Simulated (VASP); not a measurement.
Here is a VASP 6.6.1 calculation.

File INCAR:

```
SYSTEM = Sb
PREC     = Accurate       ! precision mode
ENCUT    = 520            ! plane-wave cutoff, eV
EDIFF    = 1E-7           ! SCF threshold, eV
ISMEAR   = 0              ! smearing method
SIGMA    = 0.15           ! smearing width, eV
LREAL    = .False.        ! projectors in reciprocal space
LASPH    = .True.         ! aspherical terms in the spheres
NELM     = 60             ! most SCF steps
ALGO     = Normal         ! electronic algorithm
ISIF     = 2              ! what is computed and relaxed
LWAVE    = .False.        ! write WAVECAR
LCHARG   = .False.        ! write CHGCAR
GGA      = PS             ! functional
NBANDS   = 8              ! bands
```

File KPOINTS:

```
regular mesh
0
Gamma
  16 16 16
  0 0 0
```

POSCAR

```
Sb
1.0
    3.1997472110     -0.3424083731     -0.3424083731
   -0.3424083731      3.1997472110     -0.3424083731
   -0.3424083731     -0.3424083731      3.1997472110
Sb
1
Direct
    0.0000000000      0.0000000000      0.0000000000
```

Potentials or basis: VASP PAW PBE potentials, release 64 (Sb).

Command:

```bash
$ cat potpaw_PBE.64/Sb/POTCAR > POTCAR
$ mpirun -np 1 vasp_std > vasp.out
```

Task: Predict the pressure.

Result: -6.6 GPa.

Stress tensor (GPa, compression positive):
```
-6.62  1.86  1.86
 1.86 -6.62  1.86
 1.86  1.86 -6.62
```

Caveat: the PAW data sets were made with another functional, which shifts forces and pressure a little.
